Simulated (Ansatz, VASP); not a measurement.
## Cu: VASP beside Ansatz

```
Cu
1.0
     2.51980    0.00000    0.00000
    -1.25990    2.18221    0.00000
     0.00000    0.00000    8.23525
Cu
4
Direct
  0.00000 0.00000 0.00000
  0.33333 0.66667 0.25000
  0.00000 0.00000 0.50000
  0.66667 0.33333 0.75000
```

Alike in both runs: task single point; functional PBEsol; k mesh 15 × 15 × 5; occupations gaussian, width 0.1 eV; no spin polarisation.

|  | VASP | Ansatz |
| --- | --- | --- |
| version | VASP 6.6.1 | Ansatz 0.2.0 |
| potentials or method | VASP PAW PBE potentials, release 64 (Cu), cutoff 520 eV | scalar-relativistic, plane waves, PAW |
| valence electrons in the cell | 44 | 76 |

```tsv
	VASP	Ansatz	Ansatz less VASP
gap on the k mesh at the Fermi level (eV)	none	none	-
pressure (GPa)	0.7	-0.2	-0.88
traceless stress, the component that is largest in VASP (GPa)	1.18	1.14	-0.035
```

VASP's potentials were made for PBE, not for PBEsol. A gap of «none» marks a metal or a gap that the smearing closes. The functional is the same, so the differences come from potentials, cutoffs and numerics. VASP's potentials hold 44 valence electrons a cell and Ansatz's 76, so a difference there can come from the potentials and not from the codes.
